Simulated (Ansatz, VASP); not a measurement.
## One calculation of AlNi, two programs

```
Ni Al
1.0
     0.00000    2.27559    2.27559
     2.27559    0.00000    2.27559
     2.27559    2.27559    0.00000
Ni Al
1 1
Direct
  0.00000 0.00000 0.00000
  0.50000 0.50000 0.50000
```

Change from the starting cell: volume scaled by 0.88, LAPW.

Alike in both runs: task single point; functional LDA; k mesh 15 × 15 × 15; occupations fermi-dirac, width 0.1 eV; no spin polarisation.

```csv
,VASP,Ansatz
version,VASP 6.6.1,Ansatz 0.2.0
potentials or method,"VASP PAW LDA potentials, release 64 (Ni, Al), cutoff 520 eV","all-electron LAPW, scalar-relativistic"
```

```csv
,VASP,Ansatz,Ansatz less VASP
pressure (GPa),22.0,21.6,-0.43
```

LDA's correlation is that of Perdew and Zunger in VASP and of Perdew and Wang (1992) in Ansatz. Ansatz ran all-electron here, and VASP with PAW potentials.
